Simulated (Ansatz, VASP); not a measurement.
One calculation of ZnS, two programs

POSCAR

```
ZnS
1.0
    3.8109987816      0.0000000000      0.0000000000
   -1.9054993908      3.3004217586      0.0000000000
    0.0000000000      0.0000000000      6.2340000000
Zn S
2 2
Direct
    0.2546138120      0.6666666667     -0.0481231954
    0.6666666667      0.3333333333      0.5000000000
    0.3333333333      0.6666666667      0.3850000000
    0.6666666667      0.3333333333      0.8850000000
```

The input INCAR.step1:

```
SYSTEM = ZnS
ALGO = Normal
EDIFF = 1E-4
ENCUT = 520
GGA = PE
ISMEAR = 0
LASPH = .TRUE.
LCHARG = .FALSE.
LREAL = .FALSE.
LWAVE = .TRUE.
NBANDS = 26
NELM = 100
PREC = Accurate
SIGMA = 0.05
```

INCAR.step2

```
SYSTEM = ZnS
ALGO = Normal
EDIFF = 1E-6
ENCUT = 520
ISIF = 2
ISMEAR = 0
ISTART = 1
LASPH = .TRUE.
LCHARG = .TRUE.
LELF = .TRUE.
LMIXTAU = .TRUE.
LREAL = .FALSE.
LVHAR = .TRUE.
LWAVE = .FALSE.
METAGGA = R2SCAN
NBANDS = 26
NELM = 100
PREC = Accurate
SIGMA = 0.05
```

File KPOINTS:

```
k-points
0
G
  6 6 4
  0 0 0
```

Input for Ansatz:

```yaml
crystal:
  lattice:
    - [3.8109987816, 0.0, 0.0]
    - [-1.9054993908, 3.3004217586, 0.0]
    - [0.0, 0.0, 6.234]
  atoms:
    - { symbol: Zn, position: [0.254613812, 0.6666666667, -0.0481231954] }
    - { symbol: Zn, position: [0.6666666667, 0.3333333333, 0.5] }
    - { symbol: S, position: [0.3333333333, 0.6666666667, 0.385] }
    - { symbol: S, position: [0.6666666667, 0.3333333333, 0.885] }
basis:
  ecutwfc: 500
kpoints:
  mp_grid: { grid: [6, 6, 4] }
hamiltonian:
  xc: r2scan
scf:
  occupations: { method: gaussian, width: 0.05 }
output:
  forces: true
  stress: true
  eigenvalues: true
```

Alike in both runs: task single point; functional r2SCAN; k mesh 6 × 6 × 4; occupations gaussian, width 0.05 eV; no spin polarisation.

|  | VASP | Ansatz |
| --- | --- | --- |
| version | VASP 6.6.1 | Ansatz 0.2.0 |
| potentials or method | VASP PAW PBE potentials, release 64 (Zn, S), cutoff 520 eV | scalar-relativistic, plane waves, PAW |
| valence electrons in the cell | 36 | 36 |

VASP gave:

* gap on the k mesh at the Fermi level (eV): 2.55
* least direct gap on the mesh (eV): 2.55
* pressure (GPa): 4.4
* traceless stress, the component that is largest in VASP (GPa): 7.28
* rms of the force components (eV/Å): 1.736

Task: Estimate Ansatz's values.

Result: gap on the k mesh at the Fermi level (eV): 2.54; least direct gap on the mesh (eV): 2.54; pressure (GPa): 4.3; traceless stress, the component that is largest in VASP (GPa): 7.16; rms of the force components (eV/Å): 1.712.

VASP's potentials were made for PBE, not for r2SCAN. Atom by atom the forces differ by 0.026 eV/Å (rms over components).
